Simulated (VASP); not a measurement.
# Rb in VASP: notebook

Rb is run at these levels: PBE; tasks: single point.

Program: VASP 6.6.1. These are calculated values, not measurements. Logs are shortened: lines on timing, memory, paths and dates and some standing lists are left out, and cuts for length are marked.

### Step 1. The cell of the first run

The cell holds a cluster in a box, 1 atom: a = 9.000 Å, b = 9.300 Å, c = 9.600 Å, α = 90.00°, β = 90.00°, γ = 90.00°.

### Step 2. Single point, PBE, collinear spin, ferromagnetic start

Input file INCAR:

```
SYSTEM = Rb
ALGO     = Normal         ! electronic algorithm
EDIFF    = 1E-6           ! SCF threshold, eV
ENCUT    = 400            ! plane-wave cutoff, eV
GGA      = PE             ! functional
GGA_COMPAT= .FALSE.      
ISIF     = 2              ! what is computed and relaxed
ISMEAR   = -1             ! smearing method
ISPIN    = 2              ! spin polarisation
LASPH    = .TRUE.         ! aspherical terms in the spheres
LCHARG   = .FALSE.        ! write CHGCAR
LORBIT   = 11             ! projections on sites
LREAL    = .FALSE.        ! projectors in reciprocal space
LWAVE    = .FALSE.        ! write WAVECAR
MAGMOM   = 1              ! initial moments
NBANDS   = 14             ! bands
NELM     = 200            ! most SCF steps
PREC     = Accurate       ! precision mode
SIGMA    = 0.1            ! smearing width, eV
```

Input file KPOINTS:

```
k-points
0
G
  1 1 1
  0 0 0
```

Input file POSCAR:

```
Rb
1.0
    9.0000000000      0.0000000000      0.0000000000
    0.0000000000      9.3000000000      0.0000000000
    0.0000000000      0.0000000000      9.6000000000
Rb
1
Direct
    0.0000000000      0.0000000000      0.0000000000
```

Potentials or basis: VASP PAW PBE potentials, release 64 (Rb_sv).

The run is started by

```sh
$ cat potpaw_PBE.64/Rb_sv/POTCAR > POTCAR
$ mpirun -np 1 vasp_gam > vasp.out
```

OUTCAR:

```text
SYSTEM = Rb
   EDIFF = 1E-6
   ENCUT = 400
   GGA = PE
   ISIF = 2
   ISMEAR = -1
   ISPIN = 2
   LASPH = .TRUE.
   LORBIT = 11
   LREAL = .FALSE.
   NELM = 200
   PREC = Accurate

 ion  position               nearest neighbor table
   1  0.000  0.000  0.000-

  LATTYP: Found a simple orthorhombic cell.
 ALAT       =     9.0000000000
 B/A-ratio  =     1.0333333333
 C/A-ratio  =     1.0666666667

  Lattice vectors:

 A1 = (   9.0000000000,   0.0000000000,   0.0000000000)
 A2 = (   0.0000000000,   9.3000000000,   0.0000000000)
 A3 = (   0.0000000000,   0.0000000000,   9.6000000000)

Analysis of symmetry for initial positions (statically):
=====================================================================
 Subroutine PRICEL returns:
 Original cell was already a primitive cell.

 Routine SETGRP: Setting up the symmetry group for a
 simple orthorhombic supercell.

 Subroutine GETGRP returns: Found  8 space group operations
 (whereof  8 operations were pure point group operations)
 out of a pool of  8 trial point group operations.

The static configuration has the point symmetry D_2h.

Analysis of symmetry for dynamics (positions and initial velocities):
=====================================================================
 Subroutine PRICEL returns:
 Original cell was already a primitive cell.

 Routine SETGRP: Setting up the symmetry group for a
 simple orthorhombic supercell.

 Subroutine GETGRP returns: Found  8 space group operations
 (whereof  8 operations were pure point group operations)
 out of a pool of  8 trial point group operations.

The dynamic configuration has the point symmetry D_2h.

Analysis of structural, dynamic, and magnetic symmetry:
=====================================================================
 Subroutine PRICEL returns:
 Original cell was already a primitive cell.

 Routine SETGRP: Setting up the symmetry group for a
 simple orthorhombic supercell.

 Subroutine GETGRP returns: Found  8 space group operations
 (whereof  8 operations were pure point group operations)
 out of a pool of  8 trial point group operations.

The overall configuration has the point symmetry D_2h.

 Subroutine INISYM returns: Found  8 space group operations
 (whereof  8 operations are pure point group operations),
 and found     1 'primitive' translations

----------------------------------------------------------------------------------------
[... 86 lines left out ...]
     AMIX     =   0.40;   BMIX     =  1.00
     AMIX_MAG =   1.60;   BMIX_MAG =  1.00
  volume/ion in A,a.u.               =     803.52      5422.42
  Fermi-wavevector in a.u.,A,eV,Ry     =   0.366289  0.692185  1.825458  0.134167
  Thomas-Fermi vector in A             =   1.290523
   LORBIT       =     11    0 simple, 1 ext, 2 COOP (PROOUT), +10 PAW based schemes
   GGA     = PE    functional components
   LHFCALC =     F    Hartree Fock is set to
   AEXX    =    0.0000 exact exchange contribution
   IVDW    =     0    specifies the selected vdW correction
   LEPSILON=     F    determine dielectric tensor
   LRPA    =     F    only Hartree local field effects (RPA)
 spin polarized calculation
  energy-cutoff  :      400.00
  volume of cell :      803.52
 maximum number of plane-waves:      7297
 NGX is ok and might be reduce to    60
   NGX = 29   NGY = 31   NGZ = 31

 number of electron       9.0000000 magnetization       0.3382851

 number of electron       9.0000000 magnetization      -0.0951883

 Free energy of the ion-electron system (eV)
  ---------------------------------------------------
  ext. energy  EPLUGINS =         0.00000000
  ---------------------------------------------------
  free energy    TOTEN  =        -0.34948885 eV

  energy without entropy =       -0.21174250  energy(sigma->0) =       -0.28061567

 E-fermi :  -2.1599     XC(G=0):  -1.8897

 val. band max:       -2.1787617342   @ k =   0.0000   0.0000   0.0000
 cond. band min:      -2.1410887161   @ k =   0.0000   0.0000   0.0000
 fundamental gap:      0.0376730181
 Fermi energy:        -2.1599252276

 spin component 1

 k-point     1 :       0.0000    0.0000    0.0000
  band No.  band energies     occupation
      1     -31.8227      1.00000
      2     -15.8879      1.00000
      3     -15.8857      1.00000
      4     -15.8831      1.00000
      5      -2.1411      0.45305
      6      -0.1732      0.00000
      7      -0.0968      0.00000
      8      -0.0068      0.00000
      9      -0.0027      0.00000
     10       0.0026      0.00000
     11       0.1494      0.00000
     12       0.7386      0.00000
     13       0.7695      0.00000
     14       0.7934      0.00000
 Fermi energy:        -2.1599252276

 spin component 2

 k-point     1 :       0.0000    0.0000    0.0000
  band No.  band energies     occupation
      1     -31.8268      1.00000
      2     -15.8948      1.00000
      3     -15.8927      1.00000
      4     -15.8901      1.00000
      5      -2.1788      0.54695
      6      -0.2146      0.00000
      7      -0.1385      0.00000
      8      -0.0488      0.00000
      9      -0.0377      0.00000
     10      -0.0319      0.00000
     11       0.1308      0.00000
     12       0.7021      0.00000
     13       0.7329      0.00000
     14       0.7567      0.00000

------------------------ aborting loop because EDIFF is reached ----------------------------------------

  FORCE on cell =-STRESS in cart. coord.  units (eV):
  Direction    XX          YY          ZZ          XY          YZ          ZX
  --------------------------------------------------------------------------------------
  -------------------------------------------------------------------------------------
  Total       -0.4591224     -0.3890785     -0.3264702      0.0000000      0.0000000      0.0000000
  in kB       -0.9154664     -0.7758024     -0.6509647      0.0000000      0.0000000      0.0000000
  external PRESSURE =      -0.7807445 kB  Pullay stress =       0.0000000 kB

 VOLUME and BASIS-vectors are now :
 -----------------------------------------------------------------------------
  energy-cutoff  :      400.00
  volume of cell :      803.52
      direct lattice vectors                 reciprocal lattice vectors
     9.000000000  0.000000000  0.000000000     0.111111111  0.000000000  0.000000000
     0.000000000  9.300000000  0.000000000     0.000000000  0.107526882  0.000000000
     0.000000000  0.000000000  9.600000000     0.000000000  0.000000000  0.104166667

 POSITION                                       TOTAL-FORCE (eV/Angst)
 -----------------------------------------------------------------------------------
      0.00000      0.00000      0.00000         0.000000      0.000000      0.000000
 -----------------------------------------------------------------------------------
    total drift:                               -0.000000      0.000000      0.000000

  FREE ENERGIE OF THE ION-ELECTRON SYSTEM (eV)
  ---------------------------------------------------
  free  energy   TOTEN  =        -0.3494888463 eV

  energy  without entropy=       -0.2117425010  energy(sigma->0) =       -0.28061567

 total charge

# of ion       s       p       d       tot
------------------------------------------
    1        1.965   5.320   0.000   7.286

 magnetization (x)

# of ion       s       p       d       tot
------------------------------------------
    1       -0.003   0.000  -0.000  -0.003
```

stdout:

```text
POSCAR found type information on POSCAR Rb
 POSCAR found :  1 types and       1 ions
 scaLAPACK will be used
 LDA part: xc-table for (Slater+PW92), standard interpolation
 POSCAR, INCAR and KPOINTS ok, starting setup
 FFT: planning ... GRIDC
 FFT: planning ... GRID_SOFT
 FFT: planning ... GRID
 WAVECAR not read
 entering main loop
```

Run time: 1.9 min. Hardware: 1 thread of AMD EPYC 9R45 (Zen 5), shared host; peak memory 0.66 GiB.

Results:

```yaml
Free_energy: -0.3495 eV
Gap_between_the_frontier_levels: 0.04 eV
Net_moment: -0.10 μB per cell
Valence_electrons_inside_the_program's_atomic_spheres: Rb 7.29
```

### Step 3. Single point, PBE, collinear spin, ferromagnetic start

Input file INCAR:

```
PREC = Accurate
ENCUT = 400
EDIFF = 1E-6
ISMEAR = -1
SIGMA = 0.1
LREAL = F
LASPH = T
NELM = 200
ALGO = Normal
ISIF = 2
LWAVE = F
LCHARG = F
ISPIN = 2
MAGMOM = 1
LORBIT = 11
GGA = PE
NBANDS = 14
GGA_COMPAT = F
```

Input file KPOINTS:

```
Automatic mesh
0
Gamma
  1 1 1
```

POSCAR is that of step 2.

Potentials or basis: VASP PAW PBE potentials, release 64 (Rb_sv).

The run is started by

```sh
$ cat potpaw_PBE.64/Rb_sv/POTCAR > POTCAR
$ mpirun -np 1 vasp_gam > vasp.out
```

Run time: 1.8 min. Hardware: 1 thread of AMD EPYC 9R45 (Zen 5), shared host; peak memory 0.66 GiB.

The run converged. Its results:

* Free energy: -0.3495 eV
* Gap between the frontier levels: 0.04 eV
* Net moment: -0.10 μB per cell
* Valence electrons inside the program's atomic spheres: Rb 7.29

Levels at points of the mesh, in eV from the valence-band top:
Spin up:
| k point | band 1 | band 2 | band 3 | band 4 | band 5 | band 6 | band 7 | band 8 |
| --- | --- | --- | --- | --- | --- | --- | --- | --- |
| (0.00, 0.00, 0.00) | -29.64 | -13.71 | -13.71 | -13.70 | 0.04 | 2.01 | 2.08 | 2.17 |
Spin down:
```
           k point  band 3  band 4  band 5  band 6  band 7  band 8
(0.00, 0.00, 0.00)  -13.71  -13.71    0.00    1.96    2.04    2.13
```
